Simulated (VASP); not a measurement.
CdTe (sol): single point with PBEsol

The system is CdTe (sol).

```
CELL_PARAMETERS angstrom
0.00000 3.24527 3.24527
3.24527 0.00000 3.24527
3.24527 3.24527 0.00000
ATOMIC_POSITIONS crystal
Cd 0.00000 0.00000 0.00000
Te 0.25000 0.25000 0.25000
```

```json
{"Program": "VASP 6.6.1", "Task": "single point", "Functional": "PBEsol", "Potentials or basis": "VASP PAW PBE potentials, release 64 (Cd, Te)", "Cutoff": "500 eV", "k mesh": "6 × 6 × 6", "Occupations": "gaussian, width 0.01 eV", "Spin": "no spin polarisation"}
```

```json
{"Pressure": "0.2 GPa", "Band gap on the k mesh": "0.65 eV, direct"}
```

Levels at points of the mesh, in eV from the valence-band top:
| k point | band 5 | band 6 | band 7 | band 8 | band 9 | band 10 | band 11 | band 12 | band 13 | band 14 |
| --- | --- | --- | --- | --- | --- | --- | --- | --- | --- | --- |
| (0.00, 0.00, 0.00) | -7.98 | -7.98 | 0.00 | 0.00 | 0.00 | 0.65 | 4.55 | 4.55 | 4.55 | 7.29 |
| (0.50, 0.00, 0.00) | -7.97 | -7.64 | -4.45 | -0.78 | -0.78 | 1.73 | 5.13 | 5.13 | 6.93 | 8.50 |
| (0.50, 0.50, 0.00) | -7.95 | -7.51 | -4.33 | -1.87 | -1.87 | 2.50 | 2.60 | 8.70 | 9.05 | 9.05 |

It took 22 s on 1 thread of Intel Xeon 6975P-C (shared host), peak memory 0.21 GiB.

Caveat: the PAW data sets were made with another functional, which shifts forces and pressure a little; spin-orbit coupling is left out, which moves the levels of the heavy elements.
